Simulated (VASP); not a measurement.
# In (Pm-3m) in VASP: notebook

The runs below take In through single point, with PBEsol.

Program: VASP 6.6.1. These are calculated values, not measurements. Logs are shortened: lines on timing, memory, paths and dates and some standing lists are left out, and cuts for length are marked.

### Step 1. The cell of the first run

Symmetry: Pm-3m, No. 221, cubic system. Conventional cell: a = 2.704 Å, b = 2.704 Å, c = 2.704 Å, α = 90.00°, β = 90.00°, γ = 90.00°. In (site symmetry m-3m) has 6 In at 2.70 Å within 3.6 Å.

### Step 2. Single point, PBEsol

INCAR reads:

```
ALGO = Normal
EDIFF = 1E-7
ENCUT = 520
GGA = PS
ISIF = 2
ISMEAR = 0
LASPH = True
LCHARG = False
LREAL = False
LWAVE = False
NBANDS = 12
NELM = 80
PREC = Accurate
SIGMA = 0.1
```

KPOINTS reads:

```
k-points
0
Gamma
  13 13 13
```

POSCAR reads:

```
In
1.0
    2.7037902312      0.0000000000      0.0000000000
    0.0000000000      2.7037902312      0.0000000000
    0.0000000000      0.0000000000      2.7037902312
In
1
Direct
    0.0000000000      0.0000000000      0.0000000000
```

Potentials or basis: VASP PAW PBE potentials, release 64 (In_d).

On the command line:

```
> cat potpaw_PBE.64/In_d/POTCAR > POTCAR
> mpirun -np 1 vasp_std > vasp.out
```

OUTCAR:

```text
EDIFF = 1E-7
   ENCUT = 520
   GGA = PS
   ISIF = 2
   ISMEAR = 0
   LASPH = True
   LREAL = False
   NELM = 80
   PREC = Accurate

 ion  position               nearest neighbor table
   1  0.000  0.000  0.000-

  LATTYP: Found a simple cubic cell.
 ALAT       =     2.7037902312

  Lattice vectors:

 A1 = (   2.7037902312,   0.0000000000,   0.0000000000)
 A2 = (   0.0000000000,   2.7037902312,   0.0000000000)
 A3 = (   0.0000000000,   0.0000000000,   2.7037902312)

Analysis of symmetry for initial positions (statically):
=====================================================================
 Subroutine PRICEL returns:
 Original cell was already a primitive cell.

 Routine SETGRP: Setting up the symmetry group for a
 simple cubic supercell.

 Subroutine GETGRP returns: Found 48 space group operations
 (whereof 48 operations were pure point group operations)
 out of a pool of 48 trial point group operations.

The static configuration has the point symmetry O_h .

Analysis of symmetry for dynamics (positions and initial velocities):
=====================================================================
 Subroutine PRICEL returns:
 Original cell was already a primitive cell.

 Routine SETGRP: Setting up the symmetry group for a
 simple cubic supercell.

 Subroutine GETGRP returns: Found 48 space group operations
 (whereof 48 operations were pure point group operations)
 out of a pool of 48 trial point group operations.

The dynamic configuration has the point symmetry O_h .

 Subroutine INISYM returns: Found 48 space group operations
 (whereof 48 operations are pure point group operations),
 and found     1 'primitive' translations

----------------------------------------------------------------------------------------

                                     Primitive cell

  volume of cell :      19.7660

  direct lattice vectors                    reciprocal lattice vectors
     2.703790231  0.000000000  0.000000000     0.369851177  0.000000000  0.000000000
     0.000000000  2.703790231  0.000000000     0.000000000  0.369851177  0.000000000
     0.000000000  0.000000000  2.703790231     0.000000000  0.000000000  0.369851177

  length of vectors
     2.703790231  2.703790231  2.703790231     0.369851177  0.369851177  0.369851177

  position of ions in fractional coordinates (direct lattice)
     0.000000000  0.000000000  0.000000000

  ion indices of the primitive-cell ions
   primitive index   ion index
                 1           1

----------------------------------------------------------------------------------------

 KPOINTS: k-points

Automatic generation of k-mesh.
 Grid dimensions read from file:
 generate k-points for:   13   13   13

 Generating k-lattice:

  Cartesian coordinates                     Fractional coordinates (reciprocal lattice)
     0.028450091  0.000000000  0.000000000     0.076923077  0.000000000  0.000000000
     0.000000000  0.028450091  0.000000000     0.000000000  0.076923077  0.000000000
     0.000000000  0.000000000  0.028450091     0.000000000  0.000000000  0.076923077

  Length of vectors
     0.028450091  0.028450091  0.028450091

  Shift w.r.t. Gamma in fractional coordinates (k-lattice)
     0.000000000  0.000000000  0.000000000

 Subroutine IBZKPT returns following result:
 ===========================================

 Found     84 irreducible k-points:

 Following reciprocal coordinates:
            Coordinates               Weight
  0.000000  0.000000  0.000000      1.000000
  0.076923  0.000000  0.000000      6.000000
  0.153846  0.000000  0.000000      6.000000
  0.230769  0.000000  0.000000      6.000000
  0.307692  0.000000  0.000000      6.000000
  0.384615  0.000000  0.000000      6.000000
[... 16 lines left out ...]
  0.307692  0.307692  0.000000     12.000000
  0.384615  0.307692  0.000000     24.000000
 [... further k-points ...]
   k-points           NKPTS =     84   k-points in BZ     NKDIM =     84   number of bands    NBANDS=     12
   number of dos      NEDOS =    301   number of ions     NIONS =      1
   total plane-waves  NPLWV =   8000
   dimension x,y,z NGX =    20 NGY =   20 NGZ =   20
   dimension x,y,z NGXF=    40 NGYF=   40 NGZF=   40
   ions per type =               1
   NGX,Y,Z   is equivalent  to a cutoff of  12.30, 12.30, 12.30 a.u.
   NGXF,Y,Z  is equivalent  to a cutoff of  24.59, 24.59, 24.59 a.u.
 SYSTEM =  unknown system
   PREC   = accura    normal or accurate (medium, high low for compatibility)
   ISTART =      0    job   : 0-new  1-cont  2-samecut
   ICHARG =      2    charge: 1-file 2-atom 10-const
   ISPIN  =      1    spin polarized calculation?
   LNONCOLLINEAR =      F non collinear calculations
   LSORBIT =      F    spin-orbit coupling
   LASPH  =      T    aspherical Exc in radial PAW
   ENCUT  =  520.0 eV  38.22 Ry    6.18 a.u.   5.03  5.03  5.03*2*pi/ulx,y,z
   NELM   =     80;   NELMIN=  2; NELMDL= -5     # of ELM steps
   EDIFF  = 0.1E-06   stopping-criterion for ELM
   LREAL  =      F    real-space projection
   EDIFFG = 0.1E-05   stopping-criterion for IOM
   NSW    =      0    number of steps for IOM
   IBRION =     -1    ionic relax: 0-MD 1-quasi-New 2-CG
   NFREE  =      0    steps in history (QN), initial steepest desc. (CG)
   ISIF   =      2    stress and relaxation
   ISYM   =      2    0-nonsym 1-usesym 2-fastsym
   POTIM  = 0.5000    time-step for ionic-motion
   TEBEG  =    0.0;   TEEND  =   0.0 temperature during run
   PSTRESS=    0.0 pullay stress
   NELECT =      13.0000    total number of electrons
   NUPDOWN=      -1.0000    fix difference up-down
   EMIN   =  10.00;   EMAX   =-10.00  energy-range for DOS
   EFERMI =   0.00;   METHOD = LEGACY
   ISMEAR =     0;   SIGMA  =   0.10  broadening in eV -4-tet -1-fermi 0-gaus
   EFERMI_NEDOS =   21; number of points for ismear=-14 and -15
   IALGO  =     38    algorithm
   IMIX   =      4    mixing-type and parameters
     AMIX     =   0.40;   BMIX     =  1.00
     AMIX_MAG =   1.60;   BMIX_MAG =  1.00
  volume/ion in A,a.u.               =      19.77       133.39
  Fermi-wavevector in a.u.,A,eV,Ry     =   1.423693  2.690389 27.577665  2.026901
  Thomas-Fermi vector in A             =   2.544263
   LORBIT       =      0    0 simple, 1 ext, 2 COOP (PROOUT), +10 PAW based schemes
   GGA     = PS    functional components
   LHFCALC =     F    Hartree Fock is set to
   AEXX    =    0.0000 exact exchange contribution
   IVDW    =     0    specifies the selected vdW correction
   LEPSILON=     F    determine dielectric tensor
   LRPA    =     F    only Hartree local field effects (RPA)
 non-spin polarized calculation
 Gauss-broadening in eV      SIGMA  =   0.10
  energy-cutoff  :      520.00
  volume of cell :       19.77
 maximum number of plane-waves:       543
   NGX = 11   NGY = 11   NGZ = 11

 number of electron      12.9999991 magnetization

 Free energy of the ion-electron system (eV)
  ---------------------------------------------------
  ext. energy  EPLUGINS =         0.00000000
  ---------------------------------------------------
  free energy    TOTEN  =        -2.36944114 eV

  energy without entropy =       -2.36734432  energy(sigma->0) =       -2.36839273

 E-fermi :  10.7976     XC(G=0): -11.7446

 val. band max:       10.7616975844   @ k =   0.3077   0.0000   0.0000
 cond. band min:      10.8344740005   @ k =   0.3846   0.3077   0.1538
 fundamental gap:      0.0727764161
 Fermi energy:        10.7975875014

 k-point     1 :       0.0000    0.0000    0.0000
  band No.  band energies     occupation
      1      -5.2214      2.00000
      2      -5.2214      2.00000
      3      -3.5071      2.00000
      4      -3.5071      2.00000
      5      -3.5071      2.00000
      6      -0.9034      2.00000
      7      19.9482      0.00000
      8      19.9482      0.00000
      9      19.9482      0.00000
     10      24.0225      0.00000
     11      24.0225      0.00000
     12      25.9733      0.00000

 k-point     2 :       0.0769    0.0000    0.0000
  band No.  band energies     occupation
      1      -5.2139      2.00000
      2      -5.1602      2.00000
      3      -3.5367      2.00000
      4      -3.5367      2.00000
      5      -3.5046      2.00000
      6      -0.7688      2.00000
      7      18.4315      0.00000
      8      20.1209      0.00000
      9      20.1209      0.00000
     10      24.0396      0.00000
     11      24.7997      0.00000
     12      26.8953      0.00000

 k-point     3 :       0.1538    0.0000    0.0000
  band No.  band energies     occupation
      1      -5.1932      2.00000
      2      -4.9943      2.00000
      3      -3.6179      2.00000
      4      -3.6179      2.00000
      5      -3.4978      2.00000
      6      -0.3560      2.00000
      7      15.8700      0.00000
      8      20.6256      0.00000
      9      20.6256      0.00000
     10      24.0904      0.00000
     11      25.1755      0.00000
     12      29.6118      0.00000

 k-point     4 :       0.2308    0.0000    0.0000
  band No.  band energies     occupation
      1      -5.1639      2.00000
      2      -4.7699      2.00000
      3      -3.7303      2.00000
      4      -3.7303      2.00000
      5      -3.4881      2.00000
      6       0.3549      2.00000
      7      13.2593      0.00000
      8      21.4237      0.00000
      9      21.4237      0.00000
     10      24.1717      0.00000
     11      25.3415      0.00000
     12      31.5538      0.00000

 k-point     5 :       0.3077    0.0000    0.0000
  band No.  band energies     occupation
      1      -5.1325      2.00000
      2      -4.5443      2.00000
      3      -3.8472      2.00000
      4      -3.8472      2.00000
      5      -3.4777      2.00000
      6       1.3803      2.00000
      7      10.7617      1.38824
      8      22.4473      0.00000
      9      22.4473      0.00000
     10      24.2747      0.00000
     11      25.4685      0.00000
     12      30.3873      0.00000
[... 228 lines left out ...]
      1      -4.8378      2.00000
      2      -4.3307      2.00000
      3      -3.9488      2.00000
      4      -3.9116      2.00000
      5      -3.6797      2.00000
      6       3.8729      2.00000
      7       9.5557      2.00000
      8      16.6586      0.00000
      9      21.6091      0.00000
     10      25.2005      0.00000
     11      25.7910      0.00000
     12      29.8391      0.00000

 k-point    22 :       0.4615    0.2308    0.0000
  band No.  band energies     occupation
      1      -4.8173      2.00000
      2      -4.3997      2.00000
      3      -3.9631      2.00000
      4      -3.8310      2.00000
      5      -3.6734      2.00000
      6       5.3944      2.00000
      7       7.5325      2.00000
      8      17.8329      0.00000
      9      20.0126      0.00000
     10      25.9931      0.00000
     11      26.2703      0.00000
     12      29.3565      0.00000

 k-point    23 :       0.3077    0.3077    0.0000
  band No.  band energies     occupation
      1      -4.8012      2.00000
      2      -4.3818      2.00000
      3      -3.8916      2.00000
      4      -3.8127      2.00000
      5      -3.7941      2.00000
      6       3.5387      2.00000
      7      11.8990      0.00000
      8      13.9491      0.00000
      9      21.4395      0.00000
     10      25.0839      0.00000
     11      25.9308      0.00000
     12      30.0084      0.00000

 k-point    24 :       0.3846    0.3077    0.0000
  band No.  band energies     occupation
      1      -4.7525      2.00000
      2      -4.5209      2.00000
      3      -3.8951      2.00000
      4      -3.7902      2.00000
      5      -3.6587      2.00000
      6       4.7802      2.00000
      7      10.2565      2.00000
      8      14.3984      0.00000
      9      19.5272      0.00000
     10      26.3372      0.00000
     11      26.3788      0.00000
     12      29.3531      0.00000

 [... further k-points ...]

------------------------ aborting loop because EDIFF is reached ----------------------------------------

  FORCE on cell =-STRESS in cart. coord.  units (eV):
  Direction    XX          YY          ZZ          XY          YZ          ZX
  --------------------------------------------------------------------------------------
  -------------------------------------------------------------------------------------
  Total        3.7101932      3.7101932      3.7101932     -0.0000000      0.0000000      0.0000000
  in kB      300.7378719    300.7378719    300.7378719     -0.0000000      0.0000000      0.0000000
  external PRESSURE =     300.7378719 kB  Pullay stress =       0.0000000 kB

 VOLUME and BASIS-vectors are now :
 -----------------------------------------------------------------------------
  energy-cutoff  :      520.00
  volume of cell :       19.77
      direct lattice vectors                 reciprocal lattice vectors
     2.703790231  0.000000000  0.000000000     0.369851177  0.000000000  0.000000000
     0.000000000  2.703790231  0.000000000     0.000000000  0.369851177  0.000000000
     0.000000000  0.000000000  2.703790231     0.000000000  0.000000000  0.369851177

 POSITION                                       TOTAL-FORCE (eV/Angst)
 -----------------------------------------------------------------------------------
      0.00000      0.00000      0.00000         0.000000      0.000000      0.000000
 -----------------------------------------------------------------------------------
    total drift:                               -0.000000     -0.000000     -0.000000

  FREE ENERGIE OF THE ION-ELECTRON SYSTEM (eV)
  ---------------------------------------------------
  free  energy   TOTEN  =        -2.3694411439 eV

  energy  without entropy=       -2.3673443210  energy(sigma->0) =       -2.36839273
```

It took 16 s on 1 thread of AMD EPYC 9R45 (Zen 5), shared host; peak memory 0.1 GiB.

What came out:

```
Free energy : -2.3694 eV
Pressure    : 30.1 GPa
```

Levels at points of the mesh, in eV from the Fermi level:
| k point | band 3 | band 4 | band 5 | band 6 | band 7 | band 8 | band 9 | band 10 |
| --- | --- | --- | --- | --- | --- | --- | --- | --- |
| (0.00, 0.00, 0.00) | -14.30 | -14.30 | -14.30 | -11.70 | 9.15 | 9.15 | 9.15 | 13.22 |

Caveat: the PAW data sets were made with another functional, which shifts forces and pressure a little; spin-orbit coupling is left out, which moves the levels of the heavy elements.

(Continued in part 2 of 2.)
